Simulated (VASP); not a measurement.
Here is a VASP 6.6.1 calculation.

The input INCAR:

```
ALGO = Fast
DIPOL = 0.5 0.5 0.420
EDIFF = 1E-6
ENCUT = 520
GGA = PE
IDIPOL = 3
ISIF = 2
ISMEAR = 0
IVDW = 12
LASPH = True
LCHARG = True
LDIPOL = True
LELF = True
LREAL = Auto
LVACPOTAV = True
LVHAR = True
LWAVE = False
NBANDS = 156
NELM = 60
PREC = Accurate
SIGMA = 0.1
```

Contents of KPOINTS:

```
k-points
0
Gamma
  3 3 1
```

POSCAR

```
W
1.0
    6.3187499463      0.0000000000      0.0000000000
    0.0000000000      6.3187499463      0.0000000000
    0.0000000000      0.0000000000     26.5332499463
W
20
Direct
    0.2500000000      0.7500000000      0.3015084852
    0.2500000000      0.2500000000      0.3015084852
    0.7500000000      0.7500000000      0.3015084852
    0.7500000000      0.2500000000      0.3015084852
    0.5000000000      0.5000000000      0.3610446329
    0.5000000000      0.0000000000      0.3610446329
    0.0000000000      0.5000000000      0.3610446329
    0.0000000000      0.0000000000      0.3610446329
    0.7513553562      0.2513205556      0.4206138184
    0.7483878638      0.7481499067      0.4206874019
    0.2482460319      0.2482838515      0.4206389493
    0.2521982808      0.7521715524      0.4206413749
   -0.0035842112     -0.0053098377      0.4810377975
    0.0042286332      0.5042103641      0.4808685983
    0.5046864568      0.0045393266      0.4805724869
    0.4946250233      0.4962567760      0.4809787028
    0.2769455679      0.7772029730      0.5394811576
    0.2200267895      0.2209118600      0.5370999815
    0.7207044672      0.7197581803      0.5370934343
    0.7797810223      0.2792780407      0.5376409085
```

Potentials or basis: VASP PAW PBE potentials, release 64 (W_sv).

Run with:

```bash
$ cat potpaw_PBE.64/W_sv/POTCAR > POTCAR
$ mpirun -np 1 vasp_std > vasp.out
```

Estimate the dispersion energy per atom.

-0.469 eV.

What does it give for the largest force?

1.364 eV/Å.

Predict the band gap on the k mesh.

zero (bands 140 and 141 overlap by 0.11 eV).

Forces in eV/Å, atoms in the order of the input:
```
W   -0.016 -0.015  1.311
W   -0.020 -0.019  1.303
W   -0.019 -0.021  1.305
W   -0.011 -0.013  1.313
W    0.021  0.015 -1.335
W    0.040  0.032 -1.363
W    0.023  0.023 -1.334
W    0.011  0.015 -1.332
W    0.044  0.038  0.034
W   -0.040 -0.035 -0.009
W   -0.044 -0.036  0.007
W   -0.041 -0.038  0.055
W   -0.044 -0.012 -0.044
W    0.035  0.033 -0.018
W   -0.246 -0.240  0.370
W    0.001 -0.039 -0.015
W    0.225  0.215 -0.674
W    0.138  0.020  0.247
W    0.022  0.137  0.247
W   -0.078 -0.062 -0.069
```

Caveat: spin-orbit coupling is left out, which moves the levels of the heavy elements.
